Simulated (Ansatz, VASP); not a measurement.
**One calculation of B25N23, two programs**

```
B N
1.0
     0.00000    0.00000    8.34316
     7.53654   -4.35123    0.00000
     0.00000    8.70245    0.00000
B N
25 23
Direct
  0.25000 0.00000 0.16667
  0.25000 0.50000 0.16667
  0.25000 0.33334 0.33334
  0.25000 0.16667 0.50001
  0.25000 0.00000 0.66666
  0.25000 0.83333 0.33333
  0.25000 0.66667 0.50000
  0.25000 0.50000 0.66667
  0.25000 0.33333 0.83333
  0.25000 0.16667 0.99999
  0.25000 0.83333 0.83332
  0.25000 0.66666 0.00000
  0.75000 0.18203 0.16667
  0.75000 0.66831 0.16667
  0.75000 0.50493 0.33391
  0.75000 0.33169 0.49836
  0.75000 0.16724 0.67160
  0.75000 0.00000 0.34869
  0.75000 0.83276 0.50435
  0.75000 0.66231 0.66174
  0.75000 0.49507 0.82898
  0.75000 0.33769 0.99942
  0.75000 0.00000 0.83498
  0.75000 0.81797 0.98464
  0.75000 0.00000 0.16667
  0.75000 0.50303 0.16667
  0.75000 0.34120 0.33504
  0.75000 0.16837 0.50787
  0.75000 0.00000 0.66970
  0.75000 0.83163 0.33949
  0.75000 0.66667 0.50000
  0.75000 0.49697 0.66363
  0.75000 0.33333 0.83333
  0.75000 0.17283 0.99829
  0.75000 0.82717 0.82547
  0.75000 0.65880 0.99384
  0.25000 0.16667 0.16667
  0.25000 0.66667 0.16667
  0.25000 0.50000 0.33333
  0.25000 0.33333 0.50000
  0.25000 0.16667 0.66667
  0.25000 0.00000 0.33333
  0.25000 0.83333 0.50000
  0.25000 0.66667 0.66667
  0.25000 0.50000 0.83333
  0.25000 0.33333 0.00000
  0.25000 0.00000 0.83333
  0.25000 0.83333 0.00000
```

Alike in both runs: functional PBE; k mesh 2 × 2 × 2; occupations gaussian, width 0.01 eV; no spin polarisation.

Ansatz relaxed the structure, and its values are those at the end. VASP's run is a single point on that final structure, the one shown.

|  | VASP | Ansatz |
| --- | --- | --- |
| version | VASP 6.6.1 | Ansatz 0.2.0 |
| potentials or method | VASP PAW PBE potentials, release 64 (B, N), cutoff 520 eV | scalar-relativistic, plane waves, PAW |
| valence electrons in the cell | 190 | 190 |

Ansatz gave:

| Property | Result |
| --- | --- |
| gap on the k mesh at the Fermi level (eV) | 1.20 |
| least direct gap on the mesh (eV) | 1.28 |

What did VASP give for the same quantities?

gap on the k mesh at the Fermi level (eV): 1.20; least direct gap on the mesh (eV): 1.29.

The functional is the same, so the differences come from potentials, cutoffs and numerics.
